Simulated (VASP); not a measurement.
# Ca in VASP: single point with LDA

Aim: the single point of Ca with LDA.

Everything below comes from runs of VASP 6.6.1. Logs are shortened: lines on timing, memory, paths and dates and some standing lists are left out, and cuts for length are marked.

## (1) The cell of the first run

The cell holds a slab with vacuum, 6 atoms: a = 4.410 Å, b = 4.410 Å, c = 27.981 Å, α = 90.00°, β = 90.00°, γ = 90.00°.

## (2) Single point, LDA

Input file INCAR:

```
PREC     = Accurate       # precision mode
ENCUT    = 520            # plane-wave cutoff, eV
EDIFF    = 1E-6           # SCF threshold, eV
ISMEAR   = 0              # smearing method
SIGMA    = 0.1            # smearing width, eV
LREAL    = False          # projectors in reciprocal space
LASPH    = True           # aspherical terms in the spheres
NELM     = 60             # most SCF steps
ALGO     = Normal         # electronic algorithm
ISIF     = 2              # what is computed and relaxed
LWAVE    = False          # write WAVECAR
LCHARG   = False          # write CHGCAR
LDIPOL   = True         
IDIPOL   = 3            
DIPOL    = 0.5 0.5 0.492
NBANDS   = 39             # bands
```

Input file KPOINTS:

```
Automatic mesh
0
Gamma
  6 6 1
```

Input file POSCAR:

```
Ca
1.0
    4.4104098100      0.0000000000      0.0000000000
    0.0000000000      4.4104098100      0.0000000000
    0.0000000000      0.0000000000     27.9805743183
Ca
6
Direct
    0.0000000000      0.0000000000      0.3037821849
    0.5000000000      0.5000000000      0.3822693109
    0.0000000000      0.0000000000      0.4607564370
    0.5000000000      0.5000000000      0.5312898776
    0.0000000000      0.0000000000      0.6001673582
    0.5000000000      0.5000000000      0.6722048384
```

Potentials or basis: VASP PAW LDA potentials, release 64 (Ca_sv).

Run with:

```
$ cat potpaw_LDA.64/Ca_sv/POTCAR > POTCAR
$ mpirun -np 1 vasp_std > vasp.out
```

OUTCAR:

```text
PREC = Accurate
   ENCUT = 520
   EDIFF = 1E-6
   ISMEAR = 0
   LREAL = False
   LASPH = True
   NELM = 60
   ISIF = 2

 ion  position               nearest neighbor table
   1  0.000  0.000  0.304-
   2  0.500  0.500  0.382-
   3  0.000  0.000  0.461-
   4  0.500  0.500  0.531-
   5  0.000  0.000  0.600-
   6  0.500  0.500  0.672-

  LATTYP: Found a simple tetragonal cell.
 ALAT       =     4.4104098100
 C/A-ratio  =     6.3442118814

  Lattice vectors:

 A1 = (   4.4104098100,   0.0000000000,   0.0000000000)
 A2 = (   0.0000000000,   4.4104098100,   0.0000000000)
 A3 = (   0.0000000000,   0.0000000000,  27.9805743183)

Analysis of symmetry for initial positions (statically):
=====================================================================
 Subroutine PRICEL returns:
 Original cell was already a primitive cell.

 Routine SETGRP: Setting up the symmetry group for a
 simple tetragonal supercell.

 Subroutine GETGRP returns: Found  8 space group operations
 (whereof  8 operations were pure point group operations)
 out of a pool of 16 trial point group operations.

The static configuration has the point symmetry C_4v.

Analysis of symmetry for dynamics (positions and initial velocities):
=====================================================================
 Subroutine PRICEL returns:
 Original cell was already a primitive cell.

 Routine SETGRP: Setting up the symmetry group for a
 simple tetragonal supercell.

 Subroutine GETGRP returns: Found  8 space group operations
 (whereof  8 operations were pure point group operations)
 out of a pool of 16 trial point group operations.

The dynamic configuration has the point symmetry C_4v.

 Subroutine INISYM returns: Found  8 space group operations
 (whereof  8 operations are pure point group operations),
 and found     1 'primitive' translations

----------------------------------------------------------------------------------------

                                     Primitive cell

  volume of cell :     544.2701

  direct lattice vectors                    reciprocal lattice vectors
     4.410409810  0.000000000  0.000000000     0.226736300  0.000000000  0.000000000
     0.000000000  4.410409810  0.000000000     0.000000000  0.226736300  0.000000000
     0.000000000  0.000000000 27.980574318     0.000000000  0.000000000  0.035739081

  length of vectors
     4.410409810  4.410409810 27.980574318     0.226736300  0.226736300  0.035739081

  position of ions in fractional coordinates (direct lattice)
     0.000000000  0.000000000  0.303782185
     0.500000000  0.500000000  0.382269311
     0.000000000  0.000000000  0.460756437
     0.500000000  0.500000000  0.531289878
     0.000000000  0.000000000  0.600167358
     0.500000000  0.500000000  0.672204838

  ion indices of the primitive-cell ions
   primitive index   ion index
                 1           1
                 2           2
                 3           3
                 4           4
                 5           5
                 6           6

----------------------------------------------------------------------------------------

 KPOINTS: Automatic mesh

Automatic generation of k-mesh.
 Grid dimensions read from file:
 generate k-points for:    6    6    1

 Generating k-lattice:

  Cartesian coordinates                     Fractional coordinates (reciprocal lattice)
     0.037789383  0.000000000  0.000000000     0.166666667  0.000000000  0.000000000
     0.000000000  0.037789383  0.000000000     0.000000000  0.166666667  0.000000000
     0.000000000  0.000000000  0.035739081     0.000000000  0.000000000  1.000000000

  Length of vectors
     0.037789383  0.037789383  0.035739081

  Shift w.r.t. Gamma in fractional coordinates (k-lattice)
     0.000000000  0.000000000  0.000000000

 Subroutine IBZKPT returns following result:
 ===========================================

 Found     10 irreducible k-points:

 Following reciprocal coordinates:
            Coordinates               Weight
  0.000000  0.000000  0.000000      1.000000
  0.166667  0.000000  0.000000      4.000000
  0.333333  0.000000  0.000000      4.000000
  0.500000  0.000000  0.000000      2.000000
  0.166667  0.166667  0.000000      4.000000
  0.333333  0.166667  0.000000      8.000000
  0.500000  0.166667  0.000000      4.000000
  0.333333  0.333333  0.000000      4.000000
  0.500000  0.333333  0.000000      4.000000
  0.500000  0.500000  0.000000      1.000000
   k-points           NKPTS =     10   k-points in BZ     NKDIM =     10   number of bands    NBANDS=     39
   number of dos      NEDOS =    301   number of ions     NIONS =      6
   total plane-waves  NPLWV = 272160
   dimension x,y,z NGX =    36 NGY =   36 NGZ =  210
   dimension x,y,z NGXF=    72 NGYF=   72 NGZF=  420
   ions per type =               6
   NGX,Y,Z   is equivalent  to a cutoff of  13.57, 13.57, 12.48 a.u.
   NGXF,Y,Z  is equivalent  to a cutoff of  27.14, 27.14, 24.95 a.u.
 SYSTEM =  unknown system
   PREC   = accura    normal or accurate (medium, high low for compatibility)
   ISTART =      0    job   : 0-new  1-cont  2-samecut
   ICHARG =      2    charge: 1-file 2-atom 10-const
   ISPIN  =      1    spin polarized calculation?
   LNONCOLLINEAR =      F non collinear calculations
   LSORBIT =      F    spin-orbit coupling
   LASPH  =      T    aspherical Exc in radial PAW
   ENCUT  =  520.0 eV  38.22 Ry    6.18 a.u.   8.20  8.20 52.03*2*pi/ulx,y,z
   NELM   =     60;   NELMIN=  2; NELMDL= -5     # of ELM steps
   EDIFF  = 0.1E-05   stopping-criterion for ELM
   LREAL  =      F    real-space projection
   EDIFFG = 0.1E-04   stopping-criterion for IOM
   NSW    =      0    number of steps for IOM
   IBRION =     -1    ionic relax: 0-MD 1-quasi-New 2-CG
   NFREE  =      0    steps in history (QN), initial steepest desc. (CG)
   ISIF   =      2    stress and relaxation
   ISYM   =      2    0-nonsym 1-usesym 2-fastsym
   POTIM  = 0.5000    time-step for ionic-motion
   TEBEG  =    0.0;   TEEND  =   0.0 temperature during run
   PSTRESS=    0.0 pullay stress
   NELECT =      60.0000    total number of electrons
   NUPDOWN=      -1.0000    fix difference up-down
   EMIN   =  10.00;   EMAX   =-10.00  energy-range for DOS
   EFERMI =   0.00;   METHOD = LEGACY
   ISMEAR =     0;   SIGMA  =   0.10  broadening in eV -4-tet -1-fermi 0-gaus
   EFERMI_NEDOS =   21; number of points for ismear=-14 and -15
   IALGO  =     38    algorithm
   IMIX   =      4    mixing-type and parameters
     AMIX     =   0.40;   BMIX     =  1.00
     AMIX_MAG =   1.60;   BMIX_MAG =  1.00
  volume/ion in A,a.u.               =      90.71       612.15
  Fermi-wavevector in a.u.,A,eV,Ry     =   0.784971  1.483381  8.383636  0.616180
  Thomas-Fermi vector in A             =   1.889212
   LORBIT       =      0    0 simple, 1 ext, 2 COOP (PROOUT), +10 PAW based schemes
   GGA     = CA    functional components
   LHFCALC =     F    Hartree Fock is set to
   AEXX    =    0.0000 exact exchange contribution
   IVDW    =     0    specifies the selected vdW correction
   LEPSILON=     F    determine dielectric tensor
   LRPA    =     F    only Hartree local field effects (RPA)
 non-spin polarized calculation
 Gauss-broadening in eV      SIGMA  =   0.10
  energy-cutoff  :      520.00
  volume of cell :      544.27
 maximum number of plane-waves:     14690
 NGX is ok and might be reduce to    36
   NGX = 17   NGY = 17   NGZ =105

 dipolmoment           0.000000      0.000000     -0.003806 electrons x Angstroem

 number of electron      60.0000014 magnetization

 dipolmoment           0.000000      0.000000      0.002067 electrons x Angstroem

 Free energy of the ion-electron system (eV)
  ---------------------------------------------------
  ext. energy  EPLUGINS =         0.00000000
  ---------------------------------------------------
  free energy    TOTEN  =       -11.75861613 eV

  energy without entropy =      -11.72004941  energy(sigma->0) =      -11.73933277

 E-fermi :  -0.5880     XC(G=0):  -4.3207

 val. band max:       -0.6032045949   @ k =   0.0000   0.0000   0.0000
 cond. band min:      -0.5420043191   @ k =   0.5000   0.5000   0.0000
 fundamental gap:      0.0612002759
 Fermi energy:        -0.5879923538

 k-point     1 :       0.0000    0.0000    0.0000
  band No.  band energies     occupation
      1     -43.0037      2.00000
      2     -42.8094      2.00000
      3     -42.1708      2.00000
      4     -42.0557      2.00000
      5     -41.9121      2.00000
      6     -41.8880      2.00000
[... 31 lines left out ...]
     38       1.2267      0.00000
     39       1.2981      0.00000

 k-point     2 :       0.1667    0.0000    0.0000
  band No.  band energies     occupation
      1     -43.0035      2.00000
      2     -42.8092      2.00000
      3     -42.1705      2.00000
      4     -42.0554      2.00000
      5     -41.9105      2.00000
      6     -41.8893      2.00000
[... 31 lines left out ...]
     38       1.1041      0.00000
     39       1.1342      0.00000

 k-point     3 :       0.3333    0.0000    0.0000
  band No.  band energies     occupation
      1     -43.0030      2.00000
      2     -42.8088      2.00000
      3     -42.1699      2.00000
      4     -42.0548      2.00000
      5     -41.9067      2.00000
      6     -41.8927      2.00000
[... 244 lines left out ...]
 k-point     9 :       0.5000    0.3333    0.0000
  band No.  band energies     occupation
      1     -43.0022      2.00000
      2     -42.8079      2.00000
      3     -42.1690      2.00000
      4     -42.0539      2.00000
      5     -41.9029      2.00000
      6     -41.8948      2.00000
[... 31 lines left out ...]
     38       0.1121      0.00000
     39       0.6140      0.00000

 k-point    10 :       0.5000    0.5000    0.0000
  band No.  band energies     occupation
      1     -43.0020      2.00000
      2     -42.8077      2.00000
      3     -42.1688      2.00000
      4     -42.0536      2.00000
      5     -41.9027      2.00000
      6     -41.8946      2.00000
[... 31 lines left out ...]
     38       0.1060      0.00000
     39       0.7121      0.00000

------------------------ aborting loop because EDIFF is reached ----------------------------------------

 vacuum level on the upper side and lower side of the slab       (xc-potential included)        -0.149        -0.168

  FORCE on cell =-STRESS in cart. coord.  units (eV):
  Direction    XX          YY          ZZ          XY          YZ          ZX
  --------------------------------------------------------------------------------------
  -------------------------------------------------------------------------------------
  Total       -2.9027432     -2.9027432     -1.0761640      0.0000000      0.0000000     -0.0000000
  in kB       -8.5448548     -8.5448548     -3.1679224      0.0000000      0.0000000     -0.0000000
  external PRESSURE =      -6.7525440 kB  Pullay stress =       0.0000000 kB

 VOLUME and BASIS-vectors are now :
 -----------------------------------------------------------------------------
  energy-cutoff  :      520.00
  volume of cell :      544.27
      direct lattice vectors                 reciprocal lattice vectors
     4.410409810  0.000000000  0.000000000     0.226736300  0.000000000  0.000000000
     0.000000000  4.410409810  0.000000000     0.000000000  0.226736300  0.000000000
     0.000000000  0.000000000 27.980574318     0.000000000  0.000000000  0.035739081

 POSITION                                       TOTAL-FORCE (eV/Angst)
 -----------------------------------------------------------------------------------
      0.00000      0.00000      8.50000         0.000000      0.000000      0.177337
      2.20520      2.20520     10.69611         0.000000      0.000000      0.088338
      0.00000      0.00000     12.89223         0.000000      0.000000     -0.255544
      2.20520      2.20520     14.86580        -0.000000     -0.000000      0.004338
      0.00000      0.00000     16.79303         0.000000      0.000000     -0.011656
      2.20520      2.20520     18.80868         0.000000      0.000000     -0.002813
 -----------------------------------------------------------------------------------
    total drift:                                0.000000      0.000000      0.000264

  FREE ENERGIE OF THE ION-ELECTRON SYSTEM (eV)
  ---------------------------------------------------
  free  energy   TOTEN  =       -11.7586161315 eV

  energy  without entropy=      -11.7200494124  energy(sigma->0) =      -11.73933277

 vacuum level on the upper side and lower side of the slab         2.136         2.115
```

It took 5.3 min on 1 thread of AMD EPYC 7R13 (Zen 3), shared host; peak memory 0.45 GiB.

Results:

```
Free energy   : -11.7586 eV
Largest force : 0.256 eV/Å
```

Forces in eV/Å, atoms in the order of the input:
```
Ca   0.000  0.000  0.177
Ca   0.000  0.000  0.088
Ca   0.000  0.000 -0.256
Ca   0.000  0.000  0.004
Ca   0.000  0.000 -0.012
Ca   0.000  0.000 -0.003
```

Levels at points of the mesh, in eV from the Fermi level:
```
           k point  band 28  band 29  band 30  band 31  band 32  band 33
(0.00, 0.00, 0.00)    -1.47    -0.55    -0.03    -0.02     0.33     0.73
(0.50, 0.00, 0.00)    -1.48    -0.99    -0.96     0.14     0.22     0.61
(0.50, 0.50, 0.00)    -0.31    -0.04    -0.04     0.05     0.05     0.25
```
